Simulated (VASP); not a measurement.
**AlIn: single point with PBE**

The system is AlIn.

```xyz
2
Lattice="3.0541 0.0000 0.0000 -1.5271 2.6450 0.0000 0.0000 0.0000 5.8280" Properties=species:S:1:pos:R:3 pbc="T T T"
Al    0.0000    0.0000    0.0000
In    0.0000    0.0000    2.9140
```

The cell was generated, and may not be a known phase.

```
Program                : VASP 6.6.1
Task                   : single point
Functional             : PBE
Potentials or basis    : VASP PAW PBE potentials, release 64 (Al, In_d)
Cutoff                 : 520 eV
k mesh                 : 24 × 24 × 10
Occupations            : gaussian, width 0.1 eV
Spin                   : no spin polarisation
Dipole correction      : no
Further INCAR settings : ALGO = Fast; EDIFF = 1e-06; NBANDS = 15
```

- Pressure: 0.0 GPa
- Band gap on the k mesh: zero (bands 8 and 9 overlap by 4.39 eV)

Levels at points of the mesh, in eV from the Fermi level:
| k point | band 5 | band 6 | band 7 | band 8 | band 9 | band 10 | band 11 | band 12 |
| --- | --- | --- | --- | --- | --- | --- | --- | --- |
| (0.00, 0.00, 0.00) | -14.36 | -9.59 | -5.54 | -3.92 | 7.51 | 9.25 | 10.12 | 10.12 |
| (0.50, 0.00, 0.00) | -14.18 | -4.19 | -3.52 | -0.54 | 0.13 | 0.18 | 3.48 | 5.87 |
| (0.00, 0.00, 0.50) | -14.36 | -8.84 | -7.91 | 0.74 | 1.30 | 10.75 | 10.75 | 11.92 |
| (0.50, 0.00, 0.50) | -14.18 | -3.20 | -3.07 | -2.65 | -2.21 | 5.25 | 5.76 | 6.41 |

Wall time 75 s on 1 thread of Intel(R) Xeon(R) 6975P-C (Granite Rapids), on a shared host, peak memory 0.37 GiB.

Caveat: spin-orbit coupling is left out, which moves the levels of the heavy elements.
